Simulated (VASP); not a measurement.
# Al (P6_3/mmc) in VASP: further runs

The runs below take Al through single point, with LDA.

Everything below comes from runs of VASP 6.6.1. Logs are shortened: lines on timing, memory, paths and dates and some standing lists are left out, and cuts for length are marked.

## Step 1: The cell of the first run

The structure is hexagonal, space group P6_3/mmc (No. 194). Conventional cell: a = 2.803 Å, b = 2.803 Å, c = 9.109 Å, α = 90.00°, β = 90.00°, γ = 120.00°. Al (site symmetry -3m) has 12 Al at 2.79 to 2.80 Å within 3.7 Å. Within 3.7 Å of Al (site symmetry -6m2) lie 12 Al at 2.79 to 2.80 Å.

## Step 2: Single point, LDA

Input file INCAR:

```
SYSTEM = Al
PREC = Accurate
ENCUT = 520
EDIFF = 1E-7
ISMEAR = 1
SIGMA = 0.1
LREAL = .False.
LASPH = .True.
NELM = 100
ALGO = Normal
ISIF = 2
LWAVE = .False.
LCHARG = .False.
NBANDS = 14
```

Input file KPOINTS:

```
Automatic mesh
0
Gamma
  9 9 3
  0 0 0
```

Input file POSCAR:

```
Al
1.0
    2.8033189470      0.0000000000      0.0000000000
   -1.4016594735      2.4277454252      0.0000000000
    0.0000000000      0.0000000000      9.1087962012
Al
4
Direct
    0.0000000000      0.0000000000      0.0000000000
    0.3333333333      0.6666666667      0.2500000000
    0.0000000000      0.0000000000      0.5000000000
    0.6666666667      0.3333333333      0.7500000000
```

Potentials or basis: VASP PAW LDA potentials, release 64 (Al).

Started as:

```console
cat potpaw_LDA.64/Al/POTCAR > POTCAR
mpirun -np 1 vasp_std > vasp.out
```

OUTCAR:

```text
SYSTEM = Al
   PREC = Accurate
   ENCUT = 520
   EDIFF = 1E-7
   ISMEAR = 1
   LREAL = .False.
   LASPH = .True.
   NELM = 100
   ISIF = 2

 ion  position               nearest neighbor table
   1  0.000  0.000  0.000-   2 2.79   4 2.79   4 2.79   2 2.79   4 2.79   2 2.79
   2  0.333  0.667  0.250-   1 2.79   3 2.79   1 2.79   3 2.79   1 2.79   3 2.79
   3  0.000  0.000  0.500-   2 2.79   4 2.79   4 2.79   2 2.79   4 2.79   2 2.79
   4  0.667  0.333  0.750-   1 2.79   3 2.79   1 2.79   3 2.79   1 2.79   3 2.79

  LATTYP: Found a hexagonal cell.
 ALAT       =     2.8033189470
 C/A-ratio  =     3.2492899928

  Lattice vectors:

 A1 = (   2.8033189470,   0.0000000000,   0.0000000000)
 A2 = (  -1.4016594735,   2.4277454252,   0.0000000000)
 A3 = (   0.0000000000,   0.0000000000,   9.1087962012)

Analysis of symmetry for initial positions (statically):
=====================================================================
 Subroutine PRICEL returns:
 Original cell was already a primitive cell.

 Routine SETGRP: Setting up the symmetry group for a
 hexagonal supercell.

 Subroutine GETGRP returns: Found 24 space group operations
 (whereof 12 operations were pure point group operations)
 out of a pool of 24 trial point group operations.

The static configuration has the point symmetry D_3d.
 The point group associated with its full space group is D_6h.

Analysis of symmetry for dynamics (positions and initial velocities):
=====================================================================
 Subroutine PRICEL returns:
 Original cell was already a primitive cell.

 Routine SETGRP: Setting up the symmetry group for a
 hexagonal supercell.

 Subroutine GETGRP returns: Found 24 space group operations
 (whereof 12 operations were pure point group operations)
 out of a pool of 24 trial point group operations.

The dynamic configuration has the point symmetry D_3d.
 The point group associated with its full space group is D_6h.

 Subroutine INISYM returns: Found 24 space group operations
 (whereof 12 operations are pure point group operations),
 and found     1 'primitive' translations

----------------------------------------------------------------------------------------

                                     Primitive cell

  volume of cell :      61.9921

  direct lattice vectors                    reciprocal lattice vectors
     2.803318947  0.000000000  0.000000000     0.356720023  0.205952401  0.000000000
    -1.401659474  2.427745425  0.000000000     0.000000000  0.411904803  0.000000000
     0.000000000  0.000000000  9.108796201     0.000000000  0.000000000  0.109783991

  length of vectors
[... 102 lines left out ...]
   IALGO  =     38    algorithm
   IMIX   =      4    mixing-type and parameters
     AMIX     =   0.40;   BMIX     =  1.00
     AMIX_MAG =   1.60;   BMIX_MAG =  1.00
  volume/ion in A,a.u.               =      15.50       104.59
  Fermi-wavevector in a.u.,A,eV,Ry     =   0.947014  1.789597 12.202186  0.896835
  Thomas-Fermi vector in A             =   2.075067
   LORBIT       =      0    0 simple, 1 ext, 2 COOP (PROOUT), +10 PAW based schemes
   GGA     = CA    functional components
   LHFCALC =     F    Hartree Fock is set to
   AEXX    =    0.0000 exact exchange contribution
   IVDW    =     0    specifies the selected vdW correction
   LEPSILON=     F    determine dielectric tensor
   LRPA    =     F    only Hartree local field effects (RPA)
 non-spin polarized calculation
 Methfessel and Paxton  Order N= 1 SIGMA  =   0.10
  energy-cutoff  :      520.00
  volume of cell :       61.99
 maximum number of plane-waves:      1689
 NGX is ok and might be reduce to    24
   NGX = 11   NGY = 11   NGZ = 33

 number of electron      12.0000000 magnetization

 Free energy of the ion-electron system (eV)
  ---------------------------------------------------
  ext. energy  EPLUGINS =         0.00000000
  ---------------------------------------------------
  free energy    TOTEN  =       -16.68444148 eV

  energy without entropy =      -16.68252045  energy(sigma->0) =      -16.68380113

 E-fermi :   8.3254     XC(G=0): -10.5786

 val. band max:        8.3069027034   @ k =   0.3333   0.2222   0.3333
 cond. band min:       8.3794872980   @ k =   0.3333   0.1111   0.0000
 fundamental gap:      0.0725845946
 Fermi energy:         8.3253745696

 k-point     1 :       0.0000    0.0000    0.0000
  band No.  band energies     occupation
      1      -3.0833      2.00000
      2      -1.3228      2.00000
      3      -1.3083      2.00000
      4       3.6850      2.00000
      5       4.0390      2.00000
      6      12.0994      0.00000
      7      12.1151      0.00000
      8      19.4208      0.00000
      9      19.4208      0.00000
     10      19.5828      0.00000
     11      19.5828      0.00000
     12      20.5396      0.00000
     13      20.5422      0.00000
     14      20.7309      0.00000
[... 377 lines left out ...]
      1       5.0789      2.00000
      2       5.2163      2.00000
      3       5.2163      2.00000
      4       5.5529      2.00000
      5       5.7489      2.00000
      6       5.7489      2.00000
      7       7.9128      2.00000
      8       7.9128      2.00000
      9       8.2564      1.91283
     10       9.7314     -0.00000
     11      10.0590     -0.00000
     12      10.0590     -0.00000
     13      14.1117      0.00000
     14      14.1117      0.00000

------------------------ aborting loop because EDIFF is reached ----------------------------------------

  FORCE on cell =-STRESS in cart. coord.  units (eV):
  Direction    XX          YY          ZZ          XY          YZ          ZX
  --------------------------------------------------------------------------------------
  -------------------------------------------------------------------------------------
  Total        0.2016970      0.2016970      1.6763238      0.0000000      0.0000000      0.0000000
  in kB        5.2128269      5.2128269     43.3243306      0.0000000      0.0000000      0.0000000
  external PRESSURE =      17.9166615 kB  Pullay stress =       0.0000000 kB

 VOLUME and BASIS-vectors are now :
 -----------------------------------------------------------------------------
  energy-cutoff  :      520.00
  volume of cell :       61.99
      direct lattice vectors                 reciprocal lattice vectors
     2.803318947  0.000000000  0.000000000     0.356720023  0.205952401  0.000000000
    -1.401659474  2.427745425  0.000000000     0.000000000  0.411904803  0.000000000
     0.000000000  0.000000000  9.108796201     0.000000000  0.000000000  0.109783991

 POSITION                                       TOTAL-FORCE (eV/Angst)
 -----------------------------------------------------------------------------------
      0.00000      0.00000      0.00000         0.000000     -0.000000      0.000000
     -0.00000      1.61850      2.27720         0.000000     -0.000000     -0.000000
      0.00000      0.00000      4.55440         0.000000     -0.000000      0.000000
      1.40166      0.80925      6.83160        -0.000000      0.000000      0.000000
 -----------------------------------------------------------------------------------
    total drift:                               -0.000000      0.000000      0.000000

  FREE ENERGIE OF THE ION-ELECTRON SYSTEM (eV)
  ---------------------------------------------------
  free  energy   TOTEN  =       -16.6844414787 eV

  energy  without entropy=      -16.6825204464  energy(sigma->0) =      -16.68380113
```

stdout:

```text
POSCAR found type information on POSCAR Al
 POSCAR found :  1 types and       4 ions
 scaLAPACK will be used
 LDA part: xc-table for (Slater(with rela. corr.)+CA(PZ))
 , standard interpolation
 POSCAR, INCAR and KPOINTS ok, starting setup
 FFT: planning ... GRIDC
 FFT: planning ... GRID_SOFT
 FFT: planning ... GRID
 WAVECAR not read
 entering main loop
```

It took 40 s on 1 thread of AMD EPYC 7R13, shared host; peak memory 0.13 GiB.

What came out:

```
Free energy            : -16.6844 eV
Pressure               : 1.8 GPa
Band gap on the k mesh : zero (band 6 reaches 12.53 eV, above the bottom of band 7 at 7.06 eV)
```

## Step 3: Single point, LDA

This run uses another cell than the first one, of 15.90 Å³/atom, 1.026 times its volume.

Input file INCAR:

```
ALGO = Normal
EDIFF = 1E-7
ENCUT = 520
ISIF = 2
ISMEAR = 1
LASPH = True
LCHARG = True
LELF = True
LREAL = False
LVHAR = True
LWAVE = False
NBANDS = 14
NELM = 100
PREC = Accurate
SIGMA = 0.1
```

Input file KPOINTS:

```
k-points
0
Gamma
  9 9 3
```

Input file POSCAR:

```
Al
1.0
    2.8270770200      0.0000000000      0.0000000000
   -1.4135385100      2.4483205200      0.0000000000
    0.0000000000      0.0000000000      9.1859930700
Al
4
Direct
    0.0000000000      0.0000000000      0.0000000000
    0.3333333333      0.6666666667      0.2500000000
    0.0000000000      0.0000000000      0.5000000000
    0.6666666667      0.3333333333      0.7500000000
```

Potentials or basis: VASP PAW LDA potentials, release 64 (Al).

Started as:

```console
cat potpaw_LDA.64/Al/POTCAR > POTCAR
mpirun -np 1 vasp_std > vasp.out
```

Wall time 50 s (1 thread of AMD EPYC 7R13, shared host); peak memory 0.13 GiB.

Results (log left out):

```yaml
Free_energy: -16.6914 eV
Pressure: -0.3 GPa
Band_gap_on_the_k_mesh: zero (band 6 reaches 12.22 eV, above the bottom of band 7 at 6.81 eV)
```

Stress tensor (GPa, compression positive):
```
-1.70  0.00  0.00
 0.00 -1.70  0.00
 0.00  0.00  2.37
```

Levels at points of the mesh, in eV from the Fermi level:
| k point | band 2 | band 3 | band 4 | band 5 | band 6 | band 7 | band 8 | band 9 |
| --- | --- | --- | --- | --- | --- | --- | --- | --- |
| (0.00, 0.00, 0.00) | -9.49 | -9.48 | -4.54 | -4.25 | 3.72 | 3.74 | 10.90 | 10.90 |

(Part 1 of 2 ends here.)
